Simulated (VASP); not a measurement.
# MgTl2O2 (P-3m1) in VASP: further runs

Runs on MgTl2O2. Level: PBE. Tasks: single point.

Everything below comes from runs of VASP 6.6.1. Logs are shortened: lines on timing, memory, paths and dates and some standing lists are left out, and cuts for length are marked.

## 1. The cell of the first run

The structure is trigonal, space group P-3m1 (No. 164). The conventional cell has a = 4.295 Å, b = 4.295 Å, c = 5.877 Å, α = 90.00°, β = 90.00°, γ = 120.00°. Mg (site symmetry -3m) has 6 Tl at 2.83 Å and 6 O at 3.52 Å within 3.7 Å. Within 1.5 Å of Tl (site symmetry 3m) lie 1 O at 1.13 Å. Within 1.5 Å of O (site symmetry 3m) lie 1 Tl at 1.13 Å.

## 2. Single point, PBE

INCAR reads:

```
ALGO     = Normal         # electronic algorithm
EDIFF    = 1E-6           # SCF threshold, eV
ENCUT    = 520            # plane-wave cutoff, eV
GGA      = PE             # functional
ISIF     = 2              # what is computed and relaxed
ISMEAR   = 0              # smearing method
LASPH    = True           # aspherical terms in the spheres
LCHARG   = False          # write CHGCAR
LREAL    = False          # projectors in reciprocal space
LWAVE    = False          # write WAVECAR
NBANDS   = 28             # bands
NELM     = 100            # most SCF steps
PREC     = Accurate       # precision mode
SIGMA    = 0.1            # smearing width, eV
```

KPOINTS reads:

```
k-points
0
Gamma
  6 6 4
```

POSCAR reads:

```
MgTl2O2
1.0
    4.2946453795      0.0000000000      0.0000000000
   -2.1473226898      3.7192719990      0.0000000000
    0.0000000000      0.0000000000      5.8765648312
Mg Tl O
1 2 2
Direct
    0.0000000000      0.0000000000      0.0000000000
    0.3333333333      0.6666666667      0.7663000000
    0.6666666667      0.3333333333      0.2337000000
    0.3333333333      0.6666666667      0.5744000000
    0.6666666667      0.3333333333      0.4256000000
```

Potentials or basis: VASP PAW PBE potentials, release 64 (Mg, Tl_d, O).

Launch:

```sh
$ cat potpaw_PBE.64/Mg/POTCAR potpaw_PBE.64/Tl_d/POTCAR potpaw_PBE.64/O/POTCAR > POTCAR
$ mpirun -np 1 vasp_std > vasp.out
```

OUTCAR:

```text
EDIFF = 1E-6
   ENCUT = 520
   GGA = PE
   ISIF = 2
   ISMEAR = 0
   LASPH = True
   LREAL = False
   NELM = 100
   PREC = Accurate

 ion  position               nearest neighbor table
   1  0.000  0.000  0.000-   2 2.83   3 2.83   3 2.83   2 2.83   3 2.83   2 2.83
   2  0.333  0.667  0.766-   4 1.13   1 2.83   1 2.83   1 2.83   3 3.70   3 3.70   3 3.70   3 3.99
                             3 3.99   3 3.99
   3  0.667  0.333  0.234-   5 1.13   1 2.83   1 2.83   1 2.83   2 3.70   2 3.70   2 3.70   2 3.99
                             2 3.99   2 3.99
   4  0.333  0.667  0.574-   2 1.13
   5  0.667  0.333  0.426-   3 1.13

 -----------------------------------------------------------------------------
|                                                                             |
|           W    W    AA    RRRRR   N    N  II  N    N   GGGG   !!!           |
|           W    W   A  A   R    R  NN   N  II  NN   N  G    G  !!!           |
|           W    W  A    A  R    R  N N  N  II  N N  N  G       !!!           |
|           W WW W  AAAAAA  RRRRR   N  N N  II  N  N N  G  GGG   !            |
|           WW  WW  A    A  R   R   N   NN  II  N   NN  G    G                |
|           W    W  A    A  R    R  N    N  II  N    N   GGGG   !!!           |
|                                                                             |
|     The distance between some ions is very small. Please check the          |
|     nearest-neighbor list in the OUTCAR file.                               |
|     I HOPE YOU KNOW WHAT YOU ARE DOING!                                     |
|                                                                             |
 -----------------------------------------------------------------------------

  LATTYP: Found a hexagonal cell.
 ALAT       =     4.2946453795
 C/A-ratio  =     1.3683469325

  Lattice vectors:

 A1 = (   4.2946453795,   0.0000000000,   0.0000000000)
 A2 = (  -2.1473226898,   3.7192719990,   0.0000000000)
 A3 = (   0.0000000000,   0.0000000000,   5.8765648312)

Analysis of symmetry for initial positions (statically):
=====================================================================
 Subroutine PRICEL returns:
 Original cell was already a primitive cell.

 Routine SETGRP: Setting up the symmetry group for a
 hexagonal supercell.

 Subroutine GETGRP returns: Found 12 space group operations
 (whereof 12 operations were pure point group operations)
 out of a pool of 24 trial point group operations.

The static configuration has the point symmetry D_3d.

Analysis of symmetry for dynamics (positions and initial velocities):
=====================================================================
 Subroutine PRICEL returns:
 Original cell was already a primitive cell.

 Routine SETGRP: Setting up the symmetry group for a
 hexagonal supercell.

 Subroutine GETGRP returns: Found 12 space group operations
 (whereof 12 operations were pure point group operations)
 out of a pool of 24 trial point group operations.

The dynamic configuration has the point symmetry D_3d.

 Subroutine INISYM returns: Found 12 space group operations
 (whereof 12 operations are pure point group operations),
 and found     1 'primitive' translations

----------------------------------------------------------------------------------------

                                     Primitive cell

  volume of cell :      93.8661

  direct lattice vectors                    reciprocal lattice vectors
     4.294645380  0.000000000  0.000000000     0.232848096  0.134434911  0.000000000
    -2.147322690  3.719271999  0.000000000     0.000000000  0.268869822  0.000000000
     0.000000000  0.000000000  5.876564831     0.000000000  0.000000000  0.170167441

  length of vectors
     4.294645380  4.294645380  5.876564831     0.268869822  0.268869822  0.170167441

  position of ions in fractional coordinates (direct lattice)
     0.000000000  0.000000000  0.000000000
     0.333333333  0.666666667  0.766300000
     0.666666667  0.333333333  0.233700000
     0.333333333  0.666666667  0.574400000
     0.666666667  0.333333333  0.425600000

  ion indices of the primitive-cell ions
   primitive index   ion index
                 1           1
                 2           2
                 3           3
                 4           4
                 5           5

----------------------------------------------------------------------------------------

 KPOINTS: k-points

Automatic generation of k-mesh.
 Grid dimensions read from file:
 generate k-points for:    6    6    4

 Generating k-lattice:

  Cartesian coordinates                     Fractional coordinates (reciprocal lattice)
     0.038808016  0.022405818  0.000000000     0.166666667  0.000000000  0.000000000
     0.000000000  0.044811637  0.000000000     0.000000000  0.166666667  0.000000000
     0.000000000  0.000000000  0.042541860     0.000000000  0.000000000  0.250000000

  Length of vectors
     0.044811637  0.044811637  0.042541860

  Shift w.r.t. Gamma in fractional coordinates (k-lattice)
     0.000000000  0.000000000  0.000000000

 Subroutine IBZKPT returns following result:
 ===========================================

 Found     24 irreducible k-points:

 Following reciprocal coordinates:
            Coordinates               Weight
  0.000000  0.000000  0.000000      1.000000
  0.166667  0.000000  0.000000      6.000000
  0.333333  0.000000  0.000000      6.000000
  0.500000  0.000000  0.000000      3.000000
  0.166667  0.166667  0.000000      6.000000
  0.333333  0.166667  0.000000     12.000000
[... 16 lines left out ...]
  0.333333  0.166667  0.500000     12.000000
  0.333333  0.333333  0.500000      2.000000
   k-points           NKPTS =     24   k-points in BZ     NKDIM =     24   number of bands    NBANDS=     28
   number of dos      NEDOS =    301   number of ions     NIONS =      5
   total plane-waves  NPLWV =  49152
   dimension x,y,z NGX =    32 NGY =   32 NGZ =   48
   dimension x,y,z NGXF=    64 NGYF=   64 NGZF=   96
   ions per type =               1   2   2
   NGX,Y,Z   is equivalent  to a cutoff of  12.39, 12.39, 13.58 a.u.
   NGXF,Y,Z  is equivalent  to a cutoff of  24.77, 24.77, 27.16 a.u.
 SYSTEM =  unknown system
   PREC   = accura    normal or accurate (medium, high low for compatibility)
   ISTART =      0    job   : 0-new  1-cont  2-samecut
   ICHARG =      2    charge: 1-file 2-atom 10-const
   ISPIN  =      1    spin polarized calculation?
   LNONCOLLINEAR =      F non collinear calculations
   LSORBIT =      F    spin-orbit coupling
   LASPH  =      T    aspherical Exc in radial PAW
   ENCUT  =  520.0 eV  38.22 Ry    6.18 a.u.   7.99  7.99 10.93*2*pi/ulx,y,z
   NELM   =    100;   NELMIN=  2; NELMDL= -5     # of ELM steps
   EDIFF  = 0.1E-05   stopping-criterion for ELM
   LREAL  =      F    real-space projection
   EDIFFG = 0.1E-04   stopping-criterion for IOM
   NSW    =      0    number of steps for IOM
   IBRION =     -1    ionic relax: 0-MD 1-quasi-New 2-CG
   NFREE  =      0    steps in history (QN), initial steepest desc. (CG)
   ISIF   =      2    stress and relaxation
   ISYM   =      2    0-nonsym 1-usesym 2-fastsym
   POTIM  = 0.5000    time-step for ionic-motion
   TEBEG  =    0.0;   TEEND  =   0.0 temperature during run
   PSTRESS=    0.0 pullay stress
   NELECT =      40.0000    total number of electrons
   NUPDOWN=      -1.0000    fix difference up-down
   EMIN   =  10.00;   EMAX   =-10.00  energy-range for DOS
   EFERMI =   0.00;   METHOD = LEGACY
   ISMEAR =     0;   SIGMA  =   0.10  broadening in eV -4-tet -1-fermi 0-gaus
   EFERMI_NEDOS =   21; number of points for ismear=-14 and -15
   IALGO  =     38    algorithm
   IMIX   =      4    mixing-type and parameters
     AMIX     =   0.40;   BMIX     =  1.00
     AMIX_MAG =   1.60;   BMIX_MAG =  1.00
  volume/ion in A,a.u.               =      18.77       126.69
  Fermi-wavevector in a.u.,A,eV,Ry     =   1.231947  2.328042 20.649461  1.517693
  Thomas-Fermi vector in A             =   2.366736
   LORBIT       =      0    0 simple, 1 ext, 2 COOP (PROOUT), +10 PAW based schemes
   GGA     = PE    functional components
   LHFCALC =     F    Hartree Fock is set to
   AEXX    =    0.0000 exact exchange contribution
   IVDW    =     0    specifies the selected vdW correction
   LEPSILON=     F    determine dielectric tensor
   LRPA    =     F    only Hartree local field effects (RPA)
 non-spin polarized calculation
 Gauss-broadening in eV      SIGMA  =   0.10
  energy-cutoff  :      520.00
  volume of cell :       93.87
 maximum number of plane-waves:      2546
   NGX = 15   NGY = 15   NGZ = 21

 number of electron      40.0000000 magnetization

 Free energy of the ion-electron system (eV)
  ---------------------------------------------------
  ext. energy  EPLUGINS =         0.00000000
  ---------------------------------------------------
  free energy    TOTEN  =        69.37261086 eV

  energy without entropy =       69.38174530  energy(sigma->0) =       69.37717808

 E-fermi :   6.4091     XC(G=0):  -9.5016

 val. band max:        6.3694039784   @ k =   0.3333   0.1667   0.5000
 cond. band min:       6.4687865217   @ k =   0.1667   0.1667   0.0000
 fundamental gap:      0.0993825433
 Fermi energy:         6.4090685498

 k-point     1 :       0.0000    0.0000    0.0000
  band No.  band energies     occupation
      1     -22.8907      2.00000
      2     -22.7405      2.00000
      3     -13.5831      2.00000
      4     -13.5831      2.00000
      5     -13.3720      2.00000
      6     -13.3720      2.00000
[... 20 lines left out ...]
     27      12.4218      0.00000
     28      13.5716      0.00000

 k-point     2 :       0.1667    0.0000    0.0000
  band No.  band energies     occupation
      1     -22.8817      2.00000
      2     -22.7493      2.00000
      3     -13.5935      2.00000
      4     -13.5809      2.00000
      5     -13.3870      2.00000
      6     -13.3636      2.00000
[... 674 lines left out ...]
 k-point    24 :       0.3333    0.3333    0.5000
  band No.  band energies     occupation
      1     -22.8144      2.00000
      2     -22.8144      2.00000
      3     -13.5997      2.00000
      4     -13.4973      2.00000
      5     -13.4973      2.00000
      6     -13.3868      2.00000
[... 20 lines left out ...]
     27      13.5446      0.00000
     28      13.5446      0.00000

------------------------ aborting loop because EDIFF is reached ----------------------------------------

  FORCE on cell =-STRESS in cart. coord.  units (eV):
  Direction    XX          YY          ZZ          XY          YZ          ZX
  --------------------------------------------------------------------------------------
  -------------------------------------------------------------------------------------
  Total        5.0480097      5.0480097    461.9374580     -0.0000000      0.0000000      0.0000000
  in kB       86.1632327     86.1632327   7884.6965106     -0.0000000      0.0000000      0.0000000
  external PRESSURE =    2685.6743254 kB  Pullay stress =       0.0000000 kB

 VOLUME and BASIS-vectors are now :
 -----------------------------------------------------------------------------
  energy-cutoff  :      520.00
  volume of cell :       93.87
      direct lattice vectors                 reciprocal lattice vectors
     4.294645380  0.000000000  0.000000000     0.232848096  0.134434911  0.000000000
    -2.147322690  3.719271999  0.000000000     0.000000000  0.268869822  0.000000000
     0.000000000  0.000000000  5.876564831     0.000000000  0.000000000  0.170167441

 POSITION                                       TOTAL-FORCE (eV/Angst)
 -----------------------------------------------------------------------------------
      0.00000      0.00000      0.00000         0.000000      0.000000      0.000000
     -0.00000      2.47951      4.50321        -0.000000      0.000000    201.391650
      2.14732      1.23976      1.37335         0.000000      0.000000   -201.391650
     -0.00000      2.47951      3.37550        -0.000000     -0.000000   -202.386044
      2.14732      1.23976      2.50107         0.000000      0.000000    202.386044
 -----------------------------------------------------------------------------------
    total drift:                               -0.000000      0.000000      0.000000

  FREE ENERGIE OF THE ION-ELECTRON SYSTEM (eV)
  ---------------------------------------------------
  free  energy   TOTEN  =        69.3726108637 eV

  energy  without entropy=       69.3817452998  energy(sigma->0) =       69.37717808
```

Run time: 99 s. Hardware: 1 thread of Oxide Virtual Turin-like, shared host; peak memory 0.2 GiB.

What came out:

* Free energy: 69.3726 eV
* Pressure: 268.6 GPa
* Largest force: 202.386 eV/Å
* Band gap on the k mesh: zero (bands 20 and 21 overlap by 3.36 eV)

Forces on the atoms (eV/Å):
```
Mg     0.000    0.000    0.000
Tl     0.000    0.000  201.392
Tl     0.000    0.000 -201.392
O      0.000    0.000 -202.386
O      0.000    0.000  202.386
```

Caveat: atoms lie so close that the PAW spheres overlap strongly, which falsifies energies and pressures; the stress differs along the axes, from 9 to 788 GPa; spin-orbit coupling is left out, which moves the levels of the heavy elements; forces of over 1 eV/Å act on the atoms, so gaps and moduli don't describe the material at rest.

## 3. Single point, PBE

This run uses another cell than the first one, of 19.01 Å³/atom.

INCAR reads:

```
  PREC = Accurate
  ENCUT = 520
  EDIFF = 1E-7
  ISMEAR = 0
  SIGMA = 0.1
  LREAL = F
  LASPH = T
  NELM = 100
  ALGO = Normal
  ISIF = 2
  LWAVE = F
  LCHARG = F
  GGA = PE
  NBANDS = 28
```

KPOINTS reads:

```
regular mesh
0
Gamma
  6 6 4
```

POSCAR reads:

```
MgTl2O2
1.0
    3.8989228212      0.0000000000      0.0000000000
   -1.9494614106      3.3765662105      0.0000000000
    0.0000000000      0.0000000000      7.2215307717
Mg Tl O
1 2 2
Direct
    0.0000000000      0.0000000000      0.0000000000
    0.3333333333      0.6666666667      0.7050455284
    0.6666666667      0.3333333333      0.2949544716
    0.3333333333      0.6666666667      0.3821064255
    0.6666666667      0.3333333333      0.6178935745
```

Potentials or basis: VASP PAW PBE potentials, release 64 (Mg, Tl_d, O).

Launch:

```sh
$ cat potpaw_PBE.64/Mg/POTCAR potpaw_PBE.64/Tl_d/POTCAR potpaw_PBE.64/O/POTCAR > POTCAR
$ mpirun -np 1 vasp_std > vasp.out
```

Run time: 1.9 min. Hardware: 1 thread of Oxide Virtual Turin-like, shared host; peak memory 0.21 GiB.

Results (log left out):

```yaml
Free_energy: -17.9526 eV
Pressure: 0.0 GPa
Largest_force: 0.044 eV/Å
Band_gap_on_the_k_mesh: 0.44 eV (least direct gap 0.66 eV)
```

Forces on the atoms (eV/Å):
```
Mg   0.000  0.000  0.000
Tl   0.000  0.000  0.044
Tl   0.000  0.000 -0.044
O    0.000  0.000  0.010
O    0.000  0.000 -0.010
```

Levels at points of the mesh, in eV from the valence-band top:
| k point | band 17 | band 18 | band 19 | band 20 | band 21 | band 22 | band 23 | band 24 |
| --- | --- | --- | --- | --- | --- | --- | --- | --- |
| (0.00, 0.00, 0.00) | -2.10 | -1.31 | -1.31 | -0.10 | 0.92 | 4.71 | 6.27 | 6.27 |
| (0.50, 0.00, 0.00) | -2.74 | -1.95 | -0.84 | -0.25 | 0.90 | 1.83 | 3.73 | 4.74 |
| (0.00, 0.00, 0.50) | -2.10 | -2.02 | -1.32 | -1.32 | 1.97 | 4.74 | 6.38 | 6.38 |
| (0.50, 0.00, 0.50) | -2.30 | -1.98 | -1.37 | -0.84 | 0.44 | 2.35 | 3.68 | 4.52 |

Caveat: spin-orbit coupling is left out, which moves the levels of the heavy elements. A k mesh can miss the band edges.

## 4. Single point, PBE

This run uses another cell than the first one, of 19.04 Å³/atom.

INCAR reads:

```
SYSTEM = MgTl2O2
ALGO = Normal
EDIFF = 1E-7
ENCUT = 520
GGA = PE
ISIF = 2
ISMEAR = 0
LASPH = .True.
LCHARG = .True.
LELF = .True.
LREAL = .False.
LVHAR = .True.
LWAVE = .False.
NBANDS = 28
NELM = 60
PREC = Accurate
SIGMA = 0.02
```

KPOINTS reads:

```
k-points
0
Gamma
  12 12 6
  0 0 0
```

POSCAR reads:

```
MgTl2O2
1.0
    3.8980177959      0.0000000000      0.0000000000
   -1.9490088979      3.3757824356      0.0000000000
    0.0000000000      0.0000000000      7.2358521013
Mg Tl O
1 2 2
Direct
    0.0000000000      0.0000000000      0.0000000000
    0.3333333333      0.6666666667      0.7048441453
    0.6666666667      0.3333333333      0.2951558547
    0.3333333333      0.6666666667      0.3825439026
    0.6666666667      0.3333333333      0.6174560974
```

Launch:

```sh
$ cat potpaw_PBE.64/Mg/POTCAR potpaw_PBE.64/Tl_d/POTCAR potpaw_PBE.64/O/POTCAR > POTCAR
$ mpirun -np 1 vasp_std > vasp.out
```

Wall time 6.9 min (1 thread of Oxide Virtual Turin-like, shared host); peak memory 0.36 GiB.

The run converged. Its results:

```
Free energy            : -17.9550 eV
Pressure               : 0.0 GPa
Largest force          : 0.037 eV/Å
Band gap on the k mesh : 0.27 eV (least direct gap 0.57 eV)
```

Forces on the atoms (eV/Å):
```
Mg   0.000  0.000  0.000
Tl   0.000  0.000  0.037
Tl   0.000  0.000 -0.037
O    0.000  0.000 -0.004
O    0.000  0.000  0.004
```

Levels at points of the mesh, in eV from the valence-band top:
```
           k point  band 16  band 17  band 18  band 19  band 20  band 21  band 22  band 23  band 24  band 25
(0.00, 0.00, 0.00)    -2.16    -2.16    -1.36    -1.36    -0.16     0.84     4.64     6.23     6.23     7.00
(0.50, 0.00, 0.00)    -3.13    -2.79    -1.99    -0.90    -0.31     0.85     1.77     3.66     4.69     5.57
(0.00, 0.00, 0.50)    -2.15    -2.15    -2.09    -1.37    -1.37     1.92     4.67     6.33     6.33     6.51
(0.50, 0.00, 0.50)    -2.58    -2.36    -2.03    -1.43    -0.89     0.39     2.29     3.63     4.48     5.71
```

Caveat: spin-orbit coupling is left out, which moves the levels of the heavy elements.

## 5. The runs side by side

| cell | k mesh | smearing | gap on the mesh (eV) | pressure (GPa) | largest force (eV/Å) |
| --- | --- | --- | --- | --- | --- |
| a = 4.295, b = 4.295, c = 5.877 Å, angles 90.0, 90.0, 120.0°, 5 atoms, atomic positions A | 6 × 6 × 4 | gaussian 0.1 eV | none | 268.6 | 202.39 |
| a = 3.899, b = 3.899, c = 7.222 Å, angles 90.0, 90.0, 120.0°, 5 atoms, atomic positions B | 6 × 6 × 4 | gaussian 0.1 eV | 0.44 | 0.0 | 0.04 |
| a = 3.898, b = 3.898, c = 7.236 Å, angles 90.0, 90.0, 120.0°, 5 atoms, atomic positions C | 12 × 12 × 6 | gaussian 0.02 eV | 0.27 | 0.0 | 0.04 |

Alike in all rows: task single point; level PBE; potentials or basis VASP PAW PBE potentials, release 64 (Mg, Tl_d, O); no spin polarisation; cutoff (eV) 520.

Caveats: spin-orbit coupling is left out, which moves the levels of the heavy elements; atoms lie so close that the PAW spheres overlap strongly, which falsifies energies and pressures (at least some runs); the stress differs along the axes, from 9 to 788 GPa (at least some runs); forces of over 1 eV/Å act on the atoms, so gaps and moduli don't describe the material at rest (at least some runs).

Total energies depend on the potentials used, so only differences within one code and one set of settings carry meaning.

The gap in the log of VASP goes by the Fermi energy; the results here count the filled bands.